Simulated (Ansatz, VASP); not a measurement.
One calculation of Rh, two programs

```xyz
2
Lattice="2.6726 0.0000 0.0000 -1.3363 2.3146 0.0000 0.0000 0.0000 4.3062" Properties=species:S:1:pos:R:3 pbc="T T T"
Rh    1.3363    0.7715    3.2296
Rh    0.0000    1.5430    1.0765
```

Alike in both runs: functional LDA; k mesh 14 × 14 × 8; occupations fermi-dirac, width 0.15 eV; no spin polarisation.

Ansatz relaxed the structure, and its values are those at the end. VASP's run is a single point on that final structure, the one shown.

|  | VASP | Ansatz |
| --- | --- | --- |
| version | VASP 6.6.1 | Ansatz 0.2.0 |
| potentials or method | VASP PAW LDA potentials, release 64 (Rh_pv), cutoff 520 eV | plane waves, PAW |
| valence electrons in the cell | 30 | 34 |

|  | VASP | Ansatz | Ansatz less VASP |
| --- | --- | --- | --- |
| pressure (GPa) | 0.9 | 0.0 | -0.92 |

LDA's correlation is that of Perdew and Zunger in VASP and of Perdew and Wang (1992) in Ansatz. VASP's potentials hold 30 valence electrons a cell and Ansatz's 34, so a difference there can come from the potentials and not from the codes.
